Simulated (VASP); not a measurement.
# ZrC in VASP: further runs

Runs on ZrC. Level: PBEsol. Tasks: single point.

Program: VASP 6.6.1. These are calculated values, not measurements. Logs are shortened: lines on timing, memory, paths and dates and some standing lists are left out, and cuts for length are marked.

## 1. The cell of the first run

Symmetry: Fm-3m, No. 225, cubic system. The conventional cell has a = 4.700 Å, b = 4.700 Å, c = 4.700 Å, α = 90.00°, β = 90.00°, γ = 90.00°. Zr (site symmetry m-3m) has 6 C at 2.35 Å within 3.1 Å. Within 3.1 Å of C (site symmetry m-3m) lie 6 Zr at 2.35 Å.

## 2. Single point, PBEsol

The input, INCAR:

```
SYSTEM = ZrC
ALGO     = Normal         ! electronic algorithm
EDIFF    = 1E-6           ! SCF threshold, eV
ENCUT    = 520            ! plane-wave cutoff, eV
GGA      = PS             ! functional
ISIF     = 2              ! what is computed and relaxed
ISMEAR   = 0              ! smearing method
ISYM     = 0            
LASPH    = .TRUE.         ! aspherical terms in the spheres
LCHARG   = .FALSE.        ! write CHGCAR
LREAL    = Auto         
LWAVE    = .FALSE.        ! write WAVECAR
NBANDS   = 78             ! bands
NELM     = 100            ! most SCF steps
PREC     = Accurate       ! precision mode
SIGMA    = 0.1            ! smearing width, eV
```

The input, KPOINTS:

```
Automatic mesh
0
Gamma
  2 2 2
  0.5 0.5 0.5
```

The input, POSCAR:

```
ZrC
1.0
    0.0000000000     -4.7004200000     -4.7004200000
   -4.7004200000     -4.7004200000      0.0000000000
   -4.7004200000      0.0000000000     -4.7004200000
Zr C
8 8
Direct
    0.2500000000      0.2500000000      0.2500000000
    0.2500000000      0.7500000000      0.2500000000
    0.2500000000      0.2500000000      0.7500000000
    0.2500000000      0.7500000000      0.7500000000
    0.7500000000      0.2500000000      0.2500000000
    0.7500000000      0.7500000000      0.2500000000
    0.7500000000      0.2500000000      0.7500000000
    0.7500000000      0.7500000000      0.7500000000
    0.5000000000      0.5000000000      0.5000000000
    0.5000000000      0.0000000000      0.5000000000
    0.5000000000      0.5000000000      0.0000000000
    0.5000000000      0.0000000000      0.0000000000
    0.0000000000      0.5000000000      0.5000000000
    0.0000000000      0.0000000000      0.5000000000
    0.0000000000      0.5000000000      0.0000000000
    0.0000000000      0.0000000000      0.0000000000
```

Potentials or basis: VASP PAW PBE potentials, release 64 (Zr_sv, C).

Command:

```console
$ cat potpaw_PBE.64/Zr_sv/POTCAR potpaw_PBE.64/C/POTCAR > POTCAR
$ mpirun -np 1 vasp_std > vasp.out
```

OUTCAR:

```text
SYSTEM = ZrC
   EDIFF = 1E-6
   ENCUT = 520
   GGA = PS
   ISIF = 2
   ISMEAR = 0
   ISYM = 0
   LASPH = .TRUE.
   LREAL = Auto
   NELM = 100
   PREC = Accurate

 ion  position               nearest neighbor table
   1  0.250  0.250  0.250-  10 2.35  11 2.35  12 2.35  13 2.35  14 2.35  15 2.35   2 3.32   3 3.32
                             5 3.32   3 3.32   4 3.32   7 3.32   2 3.32   4 3.32   6 3.32   5 3.32
   2  0.250  0.750  0.250-   9 2.35  11 2.35  12 2.35  13 2.35  14 2.35  16 2.35   1 3.32   4 3.32
                             6 3.32   3 3.32   4 3.32   8 3.32   1 3.32   3 3.32   5 3.32   5 3.32
   3  0.250  0.250  0.750-   9 2.35  10 2.35  12 2.35  13 2.35  15 2.35  16 2.35   1 3.32   4 3.32
                             7 3.32   1 3.32   2 3.32   5 3.32   2 3.32   4 3.32   8 3.32   5 3.32
   4  0.250  0.750  0.750-   9 2.35  10 2.35  11 2.35  14 2.35  15 2.35  16 2.35   2 3.32   3 3.32
                             8 3.32   1 3.32   2 3.32   6 3.32   1 3.32   3 3.32   7 3.32   6 3.32
   5  0.750  0.250  0.250-   9 2.35  10 2.35  11 2.35  14 2.35  15 2.35  16 2.35   1 3.32   6 3.32
                             7 3.32   3 3.32   7 3.32   8 3.32   2 3.32   6 3.32   8 3.32   1 3.32
   6  0.750  0.750  0.250-   9 2.35  10 2.35  12 2.35  13 2.35  15 2.35  16 2.35   2 3.32   5 3.32
                             8 3.32   4 3.32   7 3.32   8 3.32   1 3.32   5 3.32   7 3.32   1 3.32
   7  0.750  0.250  0.750-   9 2.35  11 2.35  12 2.35  13 2.35  14 2.35  16 2.35   3 3.32   5 3.32
                             8 3.32   1 3.32   5 3.32   6 3.32   4 3.32   6 3.32   8 3.32   1 3.32
   8  0.750  0.750  0.750-  10 2.35  11 2.35  12 2.35  13 2.35  14 2.35  15 2.35   4 3.32   6 3.32
                             7 3.32   2 3.32   5 3.32   6 3.32   3 3.32   5 3.32   7 3.32   2 3.32
   9  0.500  0.500  0.500-   2 2.35   3 2.35   4 2.35   5 2.35   6 2.35   7 2.35
  10  0.500  0.000  0.500-   1 2.35   3 2.35   4 2.35   5 2.35   6 2.35   8 2.35
  11  0.500  0.500  0.000-   1 2.35   2 2.35   4 2.35   5 2.35   7 2.35   8 2.35
  12  0.500  0.000  0.000-   1 2.35   2 2.35   3 2.35   6 2.35   7 2.35   8 2.35
  13  0.000  0.500  0.500-   1 2.35   2 2.35   3 2.35   6 2.35   7 2.35   8 2.35
  14  0.000  0.000  0.500-   1 2.35   2 2.35   4 2.35   5 2.35   7 2.35   8 2.35
  15  0.000  0.500  0.000-   1 2.35   3 2.35   4 2.35   5 2.35   6 2.35   8 2.35
  16  0.000  0.000  0.000-   2 2.35   3 2.35   4 2.35   5 2.35   6 2.35   7 2.35

IMPORTANT INFORMATION: All symmetrisations will be switched off!
NOSYMM: (Re-)initialisation of all symmetry stuff for point group C_1.

----------------------------------------------------------------------------------------

                                     Primitive cell

  volume of cell :     207.7017

  direct lattice vectors                    reciprocal lattice vectors
     0.000000000 -4.700420000 -4.700420000     0.106373473 -0.106373473 -0.106373473
    -4.700420000 -4.700420000  0.000000000    -0.106373473 -0.106373473  0.106373473
    -4.700420000  0.000000000 -4.700420000    -0.106373473  0.106373473 -0.106373473

  length of vectors
     6.647397713  6.647397713  6.647397713     0.184244260  0.184244260  0.184244260

  position of ions in fractional coordinates (direct lattice)
     0.250000000  0.250000000  0.250000000
     0.250000000  0.750000000  0.250000000
     0.250000000  0.250000000  0.750000000
     0.250000000  0.750000000  0.750000000
     0.750000000  0.250000000  0.250000000
     0.750000000  0.750000000  0.250000000
[... 8 lines left out ...]
     0.000000000  0.500000000  0.000000000
     0.000000000  0.000000000  0.000000000

  ion indices of the primitive-cell ions
   primitive index   ion index
                 1           1
                 2           2
                 3           3
                 4           4
                 5           5
                 6           6
[... 8 lines left out ...]
                15          15
                16          16

----------------------------------------------------------------------------------------

 KPOINTS: Automatic mesh

Automatic generation of k-mesh.
 Grid dimensions read from file:
 generate k-points for:    2    2    2

 Generating k-lattice:

  Cartesian coordinates                     Fractional coordinates (reciprocal lattice)
     0.053186737 -0.053186737 -0.053186737     0.500000000  0.000000000  0.000000000
    -0.053186737 -0.053186737  0.053186737     0.000000000  0.500000000  0.000000000
    -0.053186737  0.053186737 -0.053186737     0.000000000  0.000000000  0.500000000

  Length of vectors
     0.092122130  0.092122130  0.092122130

  Shift w.r.t. Gamma in fractional coordinates (k-lattice)
     0.500000000  0.500000000  0.500000000

 Subroutine IBZKPT returns following result:
 ===========================================

 Found     16 irreducible k-points:

 Following reciprocal coordinates:
            Coordinates               Weight
  0.250000  0.250000  0.250000      2.000000
  0.250000  0.000000  0.000000      2.000000
  0.000000  0.000000 -0.250000      2.000000
  0.000000  0.250000  0.000000      2.000000
 -0.250000  0.250000  0.250000      2.000000
  0.250000 -0.250000  0.250000      2.000000
[... 8 lines left out ...]
  0.000000  0.250000  0.500000      2.000000
  0.500000  0.250000  0.000000      2.000000
   k-points           NKPTS =     16   k-points in BZ     NKDIM =     16   number of bands    NBANDS=     78
   number of dos      NEDOS =    301   number of ions     NIONS =     16
   total plane-waves  NPLWV = 125000
   dimension x,y,z NGX =    50 NGY =   50 NGZ =   50
   dimension x,y,z NGXF=   100 NGYF=  100 NGZF=  100
   ions per type =               8   8
   NGX,Y,Z   is equivalent  to a cutoff of  12.50, 12.50, 12.50 a.u.
   NGXF,Y,Z  is equivalent  to a cutoff of  25.01, 25.01, 25.01 a.u.
 SYSTEM =  ZrC
   PREC   = accura    normal or accurate (medium, high low for compatibility)
   ISTART =      0    job   : 0-new  1-cont  2-samecut
   ICHARG =      2    charge: 1-file 2-atom 10-const
   ISPIN  =      1    spin polarized calculation?
   LNONCOLLINEAR =      F non collinear calculations
   LSORBIT =      F    spin-orbit coupling
   LASPH  =      T    aspherical Exc in radial PAW
   ENCUT  =  520.0 eV  38.22 Ry    6.18 a.u.  12.36 12.36 12.36*2*pi/ulx,y,z
   NELM   =    100;   NELMIN=  2; NELMDL= -5     # of ELM steps
   EDIFF  = 0.1E-05   stopping-criterion for ELM
   LREAL  =      T    real-space projection
   EDIFFG = 0.1E-04   stopping-criterion for IOM
   NSW    =      0    number of steps for IOM
   IBRION =     -1    ionic relax: 0-MD 1-quasi-New 2-CG
   NFREE  =      0    steps in history (QN), initial steepest desc. (CG)
   ISIF   =      2    stress and relaxation
   ISYM   =      0    0-nonsym 1-usesym 2-fastsym
   POTIM  = 0.5000    time-step for ionic-motion
   TEBEG  =    0.0;   TEEND  =   0.0 temperature during run
   PSTRESS=    0.0 pullay stress
   NELECT =     128.0000    total number of electrons
   NUPDOWN=      -1.0000    fix difference up-down
   EMIN   =  10.00;   EMAX   =-10.00  energy-range for DOS
   EFERMI =   0.00;   METHOD = LEGACY
   ISMEAR =     0;   SIGMA  =   0.10  broadening in eV -4-tet -1-fermi 0-gaus
   EFERMI_NEDOS =   21; number of points for ismear=-14 and -15
   IALGO  =     38    algorithm
   IMIX   =      4    mixing-type and parameters
     AMIX     =   0.40;   BMIX     =  1.00
     AMIX_MAG =   1.60;   BMIX_MAG =  1.00
  volume/ion in A,a.u.               =      12.98        87.60
  Fermi-wavevector in a.u.,A,eV,Ry     =   1.393151  2.632673 26.407131  1.940869
  Thomas-Fermi vector in A             =   2.516825
   LORBIT       =      0    0 simple, 1 ext, 2 COOP (PROOUT), +10 PAW based schemes
   GGA     = PS    functional components
   LHFCALC =     F    Hartree Fock is set to
   AEXX    =    0.0000 exact exchange contribution
   IVDW    =     0    specifies the selected vdW correction
   LEPSILON=     F    determine dielectric tensor
   LRPA    =     F    only Hartree local field effects (RPA)
 non-spin polarized calculation
 Gauss-broadening in eV      SIGMA  =   0.10
  energy-cutoff  :      520.00
  volume of cell :      207.70
 maximum number of plane-waves:      5609
 NGX is ok and might be reduce to    50
   NGX = 25   NGY = 25   NGZ = 25

 number of electron     127.9999994 magnetization

 Free energy of the ion-electron system (eV)
  ---------------------------------------------------
  ext. energy  EPLUGINS =         0.00000000
  ---------------------------------------------------
  free energy    TOTEN  =      -164.29645042 eV

  energy without entropy =     -164.29645038  energy(sigma->0) =     -164.29645040

 E-fermi :   9.4933     XC(G=0): -12.2783

 val. band max:        9.1141775778   @ k =   0.0000   0.0000  -0.2500
 cond. band min:       9.8785283009   @ k =   0.2500   0.0000   0.0000
 fundamental gap:      0.7643507230
 Fermi energy:         9.4932834400

 k-point     1 :       0.2500    0.2500    0.2500
  band No.  band energies     occupation
      1     -38.4683      2.00000
      2     -38.3952      2.00000
      3     -38.3750      2.00000
      4     -38.3750      2.00000
      5     -38.3750      2.00000
      6     -38.3510      2.00000
[... 68 lines left out ...]
     75      13.2986      0.00000
     76      13.4227      0.00000

 k-point     2 :       0.2500    0.0000    0.0000
  band No.  band energies     occupation
      1     -38.4683      2.00000
      2     -38.3952      2.00000
      3     -38.3750      2.00000
      4     -38.3750      2.00000
      5     -38.3750      2.00000
      6     -38.3510      2.00000
[... 68 lines left out ...]
     75      13.2986      0.00000
     76      13.4227      0.00000

 k-point     3 :       0.0000    0.0000   -0.2500
  band No.  band energies     occupation
      1     -38.4683      2.00000
      2     -38.3952      2.00000
      3     -38.3750      2.00000
      4     -38.3750      2.00000
      5     -38.3750      2.00000
      6     -38.3510      2.00000
[... 1016 lines left out ...]
     75      13.0651      0.00000
     76      13.6785      0.00000

 k-point    16 :       0.5000    0.2500    0.0000
  band No.  band energies     occupation
      1     -38.4341      2.00000
      2     -38.4097      2.00000
      3     -38.3855      2.00000
      4     -38.3752      2.00000
      5     -38.3752      2.00000
      6     -38.3609      2.00000
[... 68 lines left out ...]
     75      13.0651      0.00000
     76      13.6742      0.00000
 [bands above 76 left out]

------------------------ aborting loop because EDIFF is reached ----------------------------------------

  FORCE on cell =-STRESS in cart. coord.  units (eV):
  Direction    XX          YY          ZZ          XY          YZ          ZX
  --------------------------------------------------------------------------------------
  -------------------------------------------------------------------------------------
  Total       -5.2137345     -5.2137288     -5.2137703      0.0000089     -0.0000279     -0.0000219
  in kB      -40.2179105    -40.2178665    -40.2181862      0.0000689     -0.0002154     -0.0001690
  external PRESSURE =     -40.2179877 kB  Pullay stress =       0.0000000 kB

 VOLUME and BASIS-vectors are now :
 -----------------------------------------------------------------------------
  energy-cutoff  :      520.00
  volume of cell :      207.70
      direct lattice vectors                 reciprocal lattice vectors
     0.000000000 -4.700420000 -4.700420000     0.106373473 -0.106373473 -0.106373473
    -4.700420000 -4.700420000  0.000000000    -0.106373473 -0.106373473  0.106373473
    -4.700420000  0.000000000 -4.700420000    -0.106373473  0.106373473 -0.106373473

 POSITION                                       TOTAL-FORCE (eV/Angst)
 -----------------------------------------------------------------------------------
     -2.35021     -2.35021     -2.35021         0.000012     -0.000018     -0.000054
     -4.70042     -4.70042     -2.35021         0.000026     -0.000025     -0.000001
     -4.70042     -2.35021     -4.70042         0.000041     -0.000021      0.000001
     -7.05063     -4.70042     -4.70042         0.000014     -0.000015     -0.000025
     -2.35021     -4.70042     -4.70042        -0.000005      0.000024      0.000020
     -4.70042     -7.05063     -4.70042        -0.000048      0.000021      0.000004
[... 8 lines left out ...]
     -2.35021     -2.35021      0.00000        -0.000000      0.000002      0.000002
      0.00000      0.00000      0.00000         0.000000      0.000000     -0.000000
 -----------------------------------------------------------------------------------
    total drift:                               -0.000002     -0.000007      0.000003

  FREE ENERGIE OF THE ION-ELECTRON SYSTEM (eV)
  ---------------------------------------------------
  free  energy   TOTEN  =      -164.2964504156 eV

  energy  without entropy=     -164.2964503829  energy(sigma->0) =     -164.29645040
```

Run time: 9 min. Hardware: 1 thread of Intel Xeon Platinum 8259CL at 2.50GHz (Skylake/Cascade Lake), shared host; peak memory 0.42 GiB.

Results:

| Item | Value |
| --- | --- |
| Free energy | -164.2965 eV |
| Pressure | -4.0 GPa |
| Band gap on the k mesh | 0.76 eV |

Caveat: the k points lie up to 0.58 Å⁻¹ apart; the PAW data sets were made with another functional, which shifts forces and pressure a little; a shifted mesh leaves out Γ, where band edges can lie. A k mesh can miss the band edges.

## 3. Single point, PBEsol

The input, INCAR:

```
PREC = Accurate ; ENCUT = 520
EDIFF = 1E-6 ; ISMEAR = -1
SIGMA = 0.05 ; LREAL = Auto
LASPH = T ; NELM = 80
ALGO = Normal ; ISIF = 2
LWAVE = F ; LCHARG = F
GGA = PS ; ISYM = 0
NBANDS = 78
```

KPOINTS is that of step 2.

POSCAR is that of step 2.

Potentials or basis: VASP PAW PBE potentials, release 64 (Zr_sv, C).

Command:

```console
$ cat potpaw_PBE.64/Zr_sv/POTCAR potpaw_PBE.64/C/POTCAR > POTCAR
$ mpirun -np 1 vasp_std > vasp.out
```

OUTCAR:

```text
PREC = Accurate
   ENCUT = 520
   EDIFF = 1E-6
   ISMEAR = -1
   LREAL = Auto
   LASPH = T
   NELM = 80
   ISIF = 2
   GGA = PS
   ISYM = 0

 ion  position               nearest neighbor table
   1  0.250  0.250  0.250-  10 2.35  11 2.35  12 2.35  13 2.35  14 2.35  15 2.35   2 3.32   3 3.32
                             5 3.32   3 3.32   4 3.32   7 3.32   2 3.32   4 3.32   6 3.32   5 3.32
   2  0.250  0.750  0.250-   9 2.35  11 2.35  12 2.35  13 2.35  14 2.35  16 2.35   1 3.32   4 3.32
                             6 3.32   3 3.32   4 3.32   8 3.32   1 3.32   3 3.32   5 3.32   5 3.32
   3  0.250  0.250  0.750-   9 2.35  10 2.35  12 2.35  13 2.35  15 2.35  16 2.35   1 3.32   4 3.32
                             7 3.32   1 3.32   2 3.32   5 3.32   2 3.32   4 3.32   8 3.32   5 3.32
   4  0.250  0.750  0.750-   9 2.35  10 2.35  11 2.35  14 2.35  15 2.35  16 2.35   2 3.32   3 3.32
                             8 3.32   1 3.32   2 3.32   6 3.32   1 3.32   3 3.32   7 3.32   6 3.32
   5  0.750  0.250  0.250-   9 2.35  10 2.35  11 2.35  14 2.35  15 2.35  16 2.35   1 3.32   6 3.32
                             7 3.32   3 3.32   7 3.32   8 3.32   2 3.32   6 3.32   8 3.32   1 3.32
   6  0.750  0.750  0.250-   9 2.35  10 2.35  12 2.35  13 2.35  15 2.35  16 2.35   2 3.32   5 3.32
                             8 3.32   4 3.32   7 3.32   8 3.32   1 3.32   5 3.32   7 3.32   1 3.32
[... 1446 lines left out ...]
     76      13.6742      0.00000
 [bands above 76 left out]

------------------------ aborting loop because EDIFF is reached ----------------------------------------

  FORCE on cell =-STRESS in cart. coord.  units (eV):
  Direction    XX          YY          ZZ          XY          YZ          ZX
  --------------------------------------------------------------------------------------
  -------------------------------------------------------------------------------------
  Total       -5.2128600     -5.2128544     -5.2128957      0.0000089     -0.0000279     -0.0000220
  in kB      -40.2111644    -40.2111213    -40.2114396      0.0000689     -0.0002150     -0.0001697
  external PRESSURE =     -40.2112418 kB  Pullay stress =       0.0000000 kB

 VOLUME and BASIS-vectors are now :
 -----------------------------------------------------------------------------
  energy-cutoff  :      520.00
  volume of cell :      207.70
      direct lattice vectors                 reciprocal lattice vectors
     0.000000000 -4.700420000 -4.700420000     0.106373473 -0.106373473 -0.106373473
    -4.700420000 -4.700420000  0.000000000    -0.106373473 -0.106373473  0.106373473
    -4.700420000  0.000000000 -4.700420000    -0.106373473  0.106373473 -0.106373473

 POSITION                                       TOTAL-FORCE (eV/Angst)
 -----------------------------------------------------------------------------------
     -2.35021     -2.35021     -2.35021         0.000012     -0.000018     -0.000053
     -4.70042     -4.70042     -2.35021         0.000026     -0.000024     -0.000001
     -4.70042     -2.35021     -4.70042         0.000041     -0.000021      0.000001
     -7.05063     -4.70042     -4.70042         0.000014     -0.000015     -0.000025
     -2.35021     -4.70042     -4.70042        -0.000005      0.000024      0.000019
     -4.70042     -7.05063     -4.70042        -0.000047      0.000021      0.000004
[... 8 lines left out ...]
     -2.35021     -2.35021      0.00000        -0.000000      0.000002      0.000002
      0.00000      0.00000      0.00000         0.000000      0.000000     -0.000000
 -----------------------------------------------------------------------------------
    total drift:                               -0.000002     -0.000007      0.000003

  FREE ENERGIE OF THE ION-ELECTRON SYSTEM (eV)
  ---------------------------------------------------
  free  energy   TOTEN  =      -164.2965240475 eV

  energy  without entropy=     -164.2958769778  energy(sigma->0) =     -164.29620051
```

Run time: 11 min. Hardware: 1 thread of Intel Xeon Platinum 8259CL at 2.50GHz (Skylake/Cascade Lake), shared host; peak memory 0.42 GiB.

Results:

```
Free energy            : -164.2965 eV
Pressure               : -4.0 GPa
Band gap on the k mesh : 0.76 eV
```

Levels at points of the mesh, in eV from the valence-band top:
```csv
k point,band 62,band 63,band 64,band 65,band 66,band 67
"(0.25, 0.25, 0.25)",-0.22,0.00,0.00,0.76,0.76,0.76
```

Caveat: the k points lie up to 0.58 Å⁻¹ apart; the PAW data sets were made with another functional, which shifts forces and pressure a little; a shifted mesh leaves out Γ, where band edges can lie. A k mesh can miss the band edges.

(Part 1 of 2 ends here.)
